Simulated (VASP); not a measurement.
# CsSnI3 in VASP: a series of runs

Runs on CsSnI3. Level: PBE. Tasks: single point.

Program: VASP 6.6.1. These are calculated values, not measurements. Logs are shortened: lines on timing, memory, paths and dates and some standing lists are left out, and cuts for length are marked.

**1. The cell of the first run**

It takes space group Pm-3m (No. 221, cubic). Conventional cell: a = 6.020 Å, b = 6.020 Å, c = 6.020 Å, α = 90.00°, β = 90.00°, γ = 90.00°. Within 5.6 Å of Cs (site symmetry m-3m) lie 12 I at 4.26 Å and 8 Sn at 5.21 Å. Sn (site symmetry m-3m) has 6 I at 3.01 Å within 4.0 Å. I (site symmetry 4/mmm) has 2 Sn at 3.01 Å within 4.0 Å.

**2. Single point, PBE (strain -0.030 along x and y, -0.030 along z)**

The input, INCAR:

```
PREC = Accurate ; ENCUT = 520
EDIFF = 1E-7 ; ISMEAR = 0
SIGMA = 0.03 ; LREAL = False
LASPH = True ; NELM = 100
ALGO = Normal ; ISIF = 2
LWAVE = False ; LCHARG = True
GGA = PE ; LELF = True
LVHAR = True ; NBANDS = 30
```

The input, KPOINTS:

```
Automatic mesh
0
Gamma
  6 6 6
```

The input, POSCAR:

```
CsSnI3
1.0
    6.0195290000      0.0000000000      0.0000000000
    0.0000000000      6.0195290000      0.0000000000
    0.0000000000      0.0000000000      6.0195290000
Cs Sn I
1 1 3
Direct
    0.0000000000      0.0000000000      0.0000000000
    0.5000000000      0.5000000000      0.5000000000
    0.0000000000      0.5000000000      0.5000000000
    0.5000000000      0.0000000000      0.5000000000
    0.5000000000      0.5000000000      0.0000000000
```

Potentials or basis: VASP PAW PBE potentials, release 64 (Cs_sv, Sn_d, I).

Started as:

```console
cat potpaw_PBE.64/Cs_sv/POTCAR potpaw_PBE.64/Sn_d/POTCAR potpaw_PBE.64/I/POTCAR > POTCAR
mpirun -np 1 vasp_std > vasp.out
```

OUTCAR:

```text
PREC = Accurate
   ENCUT = 520
   EDIFF = 1E-7
   ISMEAR = 0
   LREAL = False
   LASPH = True
   NELM = 100
   ISIF = 2
   GGA = PE

 ion  position               nearest neighbor table
   1  0.000  0.000  0.000-
   2  0.500  0.500  0.500-   3 3.01   4 3.01   5 3.01   5 3.01   4 3.01   3 3.01
   3  0.000  0.500  0.500-   2 3.01   2 3.01
   4  0.500  0.000  0.500-   2 3.01   2 3.01
   5  0.500  0.500  0.000-   2 3.01   2 3.01

  LATTYP: Found a simple cubic cell.
 ALAT       =     6.0195290000

  Lattice vectors:

 A1 = (   6.0195290000,   0.0000000000,   0.0000000000)
 A2 = (   0.0000000000,   6.0195290000,   0.0000000000)
 A3 = (   0.0000000000,   0.0000000000,   6.0195290000)

Analysis of symmetry for initial positions (statically):
=====================================================================
 Subroutine PRICEL returns:
 Original cell was already a primitive cell.

 Routine SETGRP: Setting up the symmetry group for a
 simple cubic supercell.

 Subroutine GETGRP returns: Found 48 space group operations
 (whereof 48 operations were pure point group operations)
 out of a pool of 48 trial point group operations.

The static configuration has the point symmetry O_h .

Analysis of symmetry for dynamics (positions and initial velocities):
=====================================================================
 Subroutine PRICEL returns:
 Original cell was already a primitive cell.

 Routine SETGRP: Setting up the symmetry group for a
 simple cubic supercell.

 Subroutine GETGRP returns: Found 48 space group operations
 (whereof 48 operations were pure point group operations)
 out of a pool of 48 trial point group operations.

The dynamic configuration has the point symmetry O_h .

 Subroutine INISYM returns: Found 48 space group operations
 (whereof 48 operations are pure point group operations),
 and found     1 'primitive' translations

----------------------------------------------------------------------------------------

                                     Primitive cell

  volume of cell :     218.1160

  direct lattice vectors                    reciprocal lattice vectors
     6.019529000  0.000000000  0.000000000     0.166125954  0.000000000  0.000000000
     0.000000000  6.019529000  0.000000000     0.000000000  0.166125954  0.000000000
     0.000000000  0.000000000  6.019529000     0.000000000  0.000000000  0.166125954

  length of vectors
     6.019529000  6.019529000  6.019529000     0.166125954  0.166125954  0.166125954

  position of ions in fractional coordinates (direct lattice)
     0.000000000  0.000000000  0.000000000
     0.500000000  0.500000000  0.500000000
     0.000000000  0.500000000  0.500000000
     0.500000000  0.000000000  0.500000000
     0.500000000  0.500000000  0.000000000

  ion indices of the primitive-cell ions
   primitive index   ion index
                 1           1
                 2           2
                 3           3
                 4           4
                 5           5

----------------------------------------------------------------------------------------

 KPOINTS: Automatic mesh

Automatic generation of k-mesh.
 Grid dimensions read from file:
 generate k-points for:    6    6    6

 Generating k-lattice:

  Cartesian coordinates                     Fractional coordinates (reciprocal lattice)
     0.027687659  0.000000000  0.000000000     0.166666667  0.000000000  0.000000000
     0.000000000  0.027687659  0.000000000     0.000000000  0.166666667  0.000000000
     0.000000000  0.000000000  0.027687659     0.000000000  0.000000000  0.166666667

  Length of vectors
     0.027687659  0.027687659  0.027687659

  Shift w.r.t. Gamma in fractional coordinates (k-lattice)
     0.000000000  0.000000000  0.000000000

 Subroutine IBZKPT returns following result:
 ===========================================

 Found     20 irreducible k-points:

 Following reciprocal coordinates:
            Coordinates               Weight
  0.000000  0.000000  0.000000      1.000000
  0.166667  0.000000  0.000000      6.000000
  0.333333  0.000000  0.000000      6.000000
  0.500000  0.000000  0.000000      3.000000
  0.166667  0.166667  0.000000     12.000000
  0.333333  0.166667  0.000000     24.000000
[... 12 lines left out ...]
  0.500000  0.500000  0.333333      6.000000
  0.500000  0.500000  0.500000      1.000000
   k-points           NKPTS =     20   k-points in BZ     NKDIM =     20   number of bands    NBANDS=     30
   number of dos      NEDOS =    301   number of ions     NIONS =      5
   total plane-waves  NPLWV = 110592
   dimension x,y,z NGX =    48 NGY =   48 NGZ =   48
   dimension x,y,z NGXF=    96 NGYF=   96 NGZF=   96
   ions per type =               1   1   3
   NGX,Y,Z   is equivalent  to a cutoff of  13.26, 13.26, 13.26 a.u.
   NGXF,Y,Z  is equivalent  to a cutoff of  26.51, 26.51, 26.51 a.u.
 SYSTEM =  unknown system
   PREC   = accura    normal or accurate (medium, high low for compatibility)
   ISTART =      0    job   : 0-new  1-cont  2-samecut
   ICHARG =      2    charge: 1-file 2-atom 10-const
   ISPIN  =      1    spin polarized calculation?
   LNONCOLLINEAR =      F non collinear calculations
   LSORBIT =      F    spin-orbit coupling
   LASPH  =      T    aspherical Exc in radial PAW
   ENCUT  =  520.0 eV  38.22 Ry    6.18 a.u.  11.19 11.19 11.19*2*pi/ulx,y,z
   NELM   =    100;   NELMIN=  2; NELMDL= -5     # of ELM steps
   EDIFF  = 0.1E-06   stopping-criterion for ELM
   LREAL  =      F    real-space projection
   EDIFFG = 0.1E-05   stopping-criterion for IOM
   NSW    =      0    number of steps for IOM
   IBRION =     -1    ionic relax: 0-MD 1-quasi-New 2-CG
   NFREE  =      0    steps in history (QN), initial steepest desc. (CG)
   ISIF   =      2    stress and relaxation
   ISYM   =      2    0-nonsym 1-usesym 2-fastsym
   POTIM  = 0.5000    time-step for ionic-motion
   TEBEG  =    0.0;   TEEND  =   0.0 temperature during run
   PSTRESS=    0.0 pullay stress
   NELECT =      44.0000    total number of electrons
   NUPDOWN=      -1.0000    fix difference up-down
   EMIN   =  10.00;   EMAX   =-10.00  energy-range for DOS
   EFERMI =   0.00;   METHOD = LEGACY
   ISMEAR =     0;   SIGMA  =   0.03  broadening in eV -4-tet -1-fermi 0-gaus
   EFERMI_NEDOS =   21; number of points for ismear=-14 and -15
   IALGO  =     38    algorithm
   IMIX   =      4    mixing-type and parameters
     AMIX     =   0.40;   BMIX     =  1.00
     AMIX_MAG =   1.60;   BMIX_MAG =  1.00
  volume/ion in A,a.u.               =      43.62       294.38
  Fermi-wavevector in a.u.,A,eV,Ry     =   0.960130  1.814382 12.542516  0.921849
  Thomas-Fermi vector in A             =   2.089387
   LORBIT       =      0    0 simple, 1 ext, 2 COOP (PROOUT), +10 PAW based schemes
   GGA     = PE    functional components
   LHFCALC =     F    Hartree Fock is set to
   AEXX    =    0.0000 exact exchange contribution
   IVDW    =     0    specifies the selected vdW correction
   LEPSILON=     F    determine dielectric tensor
   LRPA    =     F    only Hartree local field effects (RPA)
 non-spin polarized calculation
 Gauss-broadening in eV      SIGMA  =   0.03
  energy-cutoff  :      520.00
  volume of cell :      218.12
 maximum number of plane-waves:      5910
 NGX is ok and might be reduce to    48
   NGX = 23   NGY = 23   NGZ = 23

 number of electron      44.0000008 magnetization

 Free energy of the ion-electron system (eV)
  ---------------------------------------------------
  ext. energy  EPLUGINS =         0.00000000
  ---------------------------------------------------
  free energy    TOTEN  =       -13.80327157 eV

  energy without entropy =      -13.80305732  energy(sigma->0) =      -13.80316445

 E-fermi :   4.0037     XC(G=0):  -7.9073

 val. band max:        3.4204916815   @ k =   0.5000   0.5000   0.3333
 cond. band min:       4.0128228723   @ k =   0.5000   0.5000   0.5000
 fundamental gap:      0.5923311909
 Fermi energy:         4.0036857674

 k-point     1 :       0.0000    0.0000    0.0000
  band No.  band energies     occupation
      1     -18.6559      2.00000
      2     -18.3694      2.00000
      3     -18.3694      2.00000
      4     -18.3345      2.00000
      5     -18.3345      2.00000
      6     -18.3345      2.00000
[... 22 lines left out ...]
     29       8.9417      0.00000
     30       8.9417      0.00000

 k-point     2 :       0.1667    0.0000    0.0000
  band No.  band energies     occupation
      1     -18.6557      2.00000
      2     -18.3694      2.00000
      3     -18.3687      2.00000
      4     -18.3346      2.00000
      5     -18.3346      2.00000
      6     -18.3345      2.00000
[... 22 lines left out ...]
     29       7.8192      0.00000
     30       8.7900      0.00000

 k-point     3 :       0.3333    0.0000    0.0000
  band No.  band energies     occupation
      1     -18.6553      2.00000
      2     -18.3694      2.00000
      3     -18.3674      2.00000
      4     -18.3348      2.00000
      5     -18.3348      2.00000
      6     -18.3345      2.00000
[... 22 lines left out ...]
     29       7.9069      0.00000
     30       8.3738      0.00000

 k-point     4 :       0.5000    0.0000    0.0000
  band No.  band energies     occupation
      1     -18.6551      2.00000
      2     -18.3694      2.00000
      3     -18.3667      2.00000
      4     -18.3348      2.00000
      5     -18.3348      2.00000
      6     -18.3345      2.00000
[... 22 lines left out ...]
     29       8.4371      0.00000
     30       8.4371      0.00000

 k-point     5 :       0.1667    0.1667    0.0000
  band No.  band energies     occupation
      1     -18.6555      2.00000
      2     -18.3691      2.00000
      3     -18.3684      2.00000
      4     -18.3347      2.00000
      5     -18.3346      2.00000
      6     -18.3346      2.00000
[... 22 lines left out ...]
     29       7.6355      0.00000
     30       7.9795      0.00000
[... 394 lines left out ...]
     29       8.0933      0.00000
     30       8.7601      0.00000

 k-point    18 :       0.5000    0.3333    0.3333
  band No.  band energies     occupation
      1     -18.6542      2.00000
      2     -18.3663      2.00000
      3     -18.3657      2.00000
      4     -18.3351      2.00000
      5     -18.3350      2.00000
      6     -18.3350      2.00000
[... 22 lines left out ...]
     29       7.9045      0.00000
     30       8.4738      0.00000

 k-point    19 :       0.5000    0.5000    0.3333
  band No.  band energies     occupation
      1     -18.6540      2.00000
      2     -18.3660      2.00000
      3     -18.3653      2.00000
      4     -18.3351      2.00000
      5     -18.3351      2.00000
      6     -18.3351      2.00000
[... 22 lines left out ...]
     29       7.7501      0.00000
     30       8.6355      0.00000

 k-point    20 :       0.5000    0.5000    0.5000
  band No.  band energies     occupation
      1     -18.6539      2.00000
      2     -18.3653      2.00000
      3     -18.3653      2.00000
      4     -18.3351      2.00000
      5     -18.3351      2.00000
      6     -18.3351      2.00000
[... 22 lines left out ...]
     29       7.5665      0.00000
     30       8.8293      0.00000

------------------------ aborting loop because EDIFF is reached ----------------------------------------

  FORCE on cell =-STRESS in cart. coord.  units (eV):
  Direction    XX          YY          ZZ          XY          YZ          ZX
  --------------------------------------------------------------------------------------
  -------------------------------------------------------------------------------------
  Total        3.6372169      3.6372169      3.6372169     -0.0000000      0.0000000     -0.0000000
  in kB       26.7172807     26.7172807     26.7172807     -0.0000000      0.0000000     -0.0000000
  external PRESSURE =      26.7172807 kB  Pullay stress =       0.0000000 kB

 VOLUME and BASIS-vectors are now :
 -----------------------------------------------------------------------------
  energy-cutoff  :      520.00
  volume of cell :      218.12
      direct lattice vectors                 reciprocal lattice vectors
     6.019529000  0.000000000  0.000000000     0.166125954  0.000000000  0.000000000
     0.000000000  6.019529000  0.000000000     0.000000000  0.166125954  0.000000000
     0.000000000  0.000000000  6.019529000     0.000000000  0.000000000  0.166125954

 POSITION                                       TOTAL-FORCE (eV/Angst)
 -----------------------------------------------------------------------------------
      0.00000      0.00000      0.00000         0.000000      0.000000      0.000000
      3.00976      3.00976      3.00976         0.000000      0.000000      0.000000
      0.00000      3.00976      3.00976         0.000000      0.000000      0.000000
      3.00976      0.00000      3.00976         0.000000      0.000000      0.000000
      3.00976      3.00976      0.00000         0.000000      0.000000      0.000000
 -----------------------------------------------------------------------------------
    total drift:                                0.000000     -0.000000     -0.000000

  FREE ENERGIE OF THE ION-ELECTRON SYSTEM (eV)
  ---------------------------------------------------
  free  energy   TOTEN  =       -13.8032715740 eV

  energy  without entropy=      -13.8030573208  energy(sigma->0) =      -13.80316445
```

Run time: 3.7 min. Hardware: 1 thread of AMD EPYC 9755, shared host; peak memory 0.36 GiB.

Results:

- Free energy: -13.8033 eV
- Pressure: 2.7 GPa
- Band gap on the k mesh: zero (filled and empty bands touch)

Levels at points of the mesh, in eV from the Fermi level:
```
           k point  band 19  band 20  band 21  band 22  band 23  band 24  band 25  band 26
(0.00, 0.00, 0.00)    -2.89    -2.67    -2.67    -2.67     1.82     2.54     2.54     2.86
(0.50, 0.00, 0.00)    -3.10    -2.84    -2.84    -1.79     0.84     3.52     3.57     3.70
(0.50, 0.50, 0.00)    -3.27    -3.02    -2.20    -0.82     0.51     0.51     3.83     4.00
(0.50, 0.50, 0.50)    -2.18    -2.18    -2.18     0.01     0.01     0.01     0.15     2.54
```

Caveat: the cell differs from its parent crystal (strain -0.030 along x and y, -0.030 along z); spin-orbit coupling is left out, which moves the levels of the heavy elements.

**3. Single point, PBE (strain -0.015 along x and y, -0.015 along z)**

The input, INCAR:

```
ALGO = Normal
EDIFF = 1E-7
ENCUT = 520
GGA = PE
ISIF = 2
ISMEAR = 0
LASPH = True
LCHARG = False
LREAL = False
LWAVE = False
NBANDS = 30
NELM = 60
PREC = Accurate
SIGMA = 0.03
```

The input, KPOINTS:

```
k-points
0
Gamma
  6 6 6
```

Changes to POSCAR since step 2:

```diff
@@ -2,5 +2,5 @@
 1.0
-    6.0195290000      0.0000000000      0.0000000000
-    0.0000000000      6.0195290000      0.0000000000
-    0.0000000000      0.0000000000      6.0195290000
+    6.1126145000      0.0000000000      0.0000000000
+    0.0000000000      6.1126145000      0.0000000000
+    0.0000000000      0.0000000000      6.1126145000
 Cs Sn I
```

Potentials or basis: VASP PAW PBE potentials, release 64 (Cs_sv, Sn_d, I).

Started as:

```console
cat potpaw_PBE.64/Cs_sv/POTCAR potpaw_PBE.64/Sn_d/POTCAR potpaw_PBE.64/I/POTCAR > POTCAR
mpirun -np 1 vasp_std > vasp.out
```

Wall time 4.2 min (1 thread of AMD EPYC 9755, shared host); peak memory 0.36 GiB.

The run converged. Its results:

```
Free energy            : -13.9383 eV
Pressure               : 1.6 GPa
Band gap on the k mesh : 0.10 eV, direct
```

Levels at points of the mesh, in eV from the valence-band top:
| k point | band 20 | band 21 | band 22 | band 23 | band 24 | band 25 |
| --- | --- | --- | --- | --- | --- | --- |
| (0.00, 0.00, 0.00) | -2.50 | -2.50 | -2.50 | 1.92 | 2.75 | 2.75 |
| (0.50, 0.00, 0.00) | -2.65 | -2.65 | -1.75 | 0.90 | 3.54 | 3.67 |
| (0.50, 0.50, 0.00) | -2.85 | -2.06 | -0.87 | 0.57 | 0.57 | 3.92 |
| (0.50, 0.50, 0.50) | -2.04 | -2.04 | 0.00 | 0.10 | 0.10 | 0.10 |

Caveat: the cell differs from its parent crystal (strain -0.015 along x and y, -0.015 along z); spin-orbit coupling is left out, which moves the levels of the heavy elements. A k mesh can miss the band edges.

**4. Single point, PBE (strain +0.015 along x and y, +0.015 along z)**

The input, INCAR:

```
SYSTEM = CsSnI3
ALGO = Normal
EDIFF = 1E-7
ENCUT = 520
GGA = PE
ISIF = 2
ISMEAR = 0
LASPH = .True.
LCHARG = .False.
LREAL = .False.
LWAVE = .False.
NBANDS = 30
NELM = 80
PREC = Accurate
SIGMA = 0.03
```

The input, KPOINTS:

```
k-points
0
Gamma
  6 6 6
  0 0 0
```

Changes to POSCAR since step 3:

```diff
@@ -2,5 +2,5 @@
 1.0
-    6.1126145000      0.0000000000      0.0000000000
-    0.0000000000      6.1126145000      0.0000000000
-    0.0000000000      0.0000000000      6.1126145000
+    6.2987855000      0.0000000000      0.0000000000
+    0.0000000000      6.2987855000      0.0000000000
+    0.0000000000      0.0000000000      6.2987855000
 Cs Sn I
```

Started as:

```console
cat potpaw_PBE.64/Cs_sv/POTCAR potpaw_PBE.64/Sn_d/POTCAR potpaw_PBE.64/I/POTCAR > POTCAR
mpirun -np 1 vasp_std > vasp.out
```

Wall time 4.7 min (1 thread of AMD EPYC 9755, shared host); peak memory 0.37 GiB.

Results (log left out):

```yaml
Free_energy: -14.0296 eV
Pressure: -0.1 GPa
Band_gap_on_the_k_mesh: 0.50 eV, direct
```

Levels at points of the mesh, in eV from the valence-band top:
```
           k point  band 20  band 21  band 22  band 23  band 24  band 25
(0.00, 0.00, 0.00)    -1.93    -1.93    -1.93     2.37     3.38     3.38
(0.50, 0.00, 0.00)    -2.04    -2.04    -1.43     1.23     3.84     4.10
(0.50, 0.50, 0.00)    -2.28    -1.54    -0.71     0.92     0.92     3.98
(0.50, 0.50, 0.50)    -1.52    -1.52     0.00     0.50     0.50     0.50
```

Caveat: the cell differs from its parent crystal (strain +0.015 along x and y, +0.015 along z); spin-orbit coupling is left out, which moves the levels of the heavy elements. A k mesh can miss the band edges.

(Continued in part 2 of 2.)
